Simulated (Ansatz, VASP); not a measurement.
**One calculation of ScSbSe3, two programs**

```
CELL_PARAMETERS angstrom
5.16900 0.00000 0.00000
-2.58450 4.47649 0.00000
0.00000 0.00000 5.35952
ATOMIC_POSITIONS crystal
Sc 0.00000 0.00000 0.50000
Sb 0.33333 0.66667 0.50000
Se 0.66667 0.33333 0.26191
Se 0.66667 0.33333 0.73809
Se 0.00000 0.00000 0.00000
```

Alike in both runs: functional PBE; k mesh 6 × 6 × 4; occupations gaussian, width 0.1 eV; no spin polarisation.

Ansatz relaxed the structure, and its values are those at the end. VASP's run is a single point on that final structure, the one shown.

```csv
,VASP,Ansatz
version,VASP 6.6.1,Ansatz 0.2.0
potentials or method,"VASP PAW PBE potentials, release 64 (Sc_sv, Sb, Se), cutoff 520 eV","scalar-relativistic, plane waves, PAW"
valence electrons in the cell,34,74
```

```tsv
	VASP	Ansatz	Ansatz less VASP
gap on the k mesh at the Fermi level (eV)	none	none	-
pressure (GPa)	0.0	0.0	-0.04
```

A gap of «none» marks a metal or a gap that the smearing closes. With one functional, cell and mesh, what is left measures potentials, basis and numerics. VASP's potentials hold 34 valence electrons a cell and Ansatz's 74, so a difference there can come from the potentials and not from the codes.

Spin-orbit coupling is off throughout.
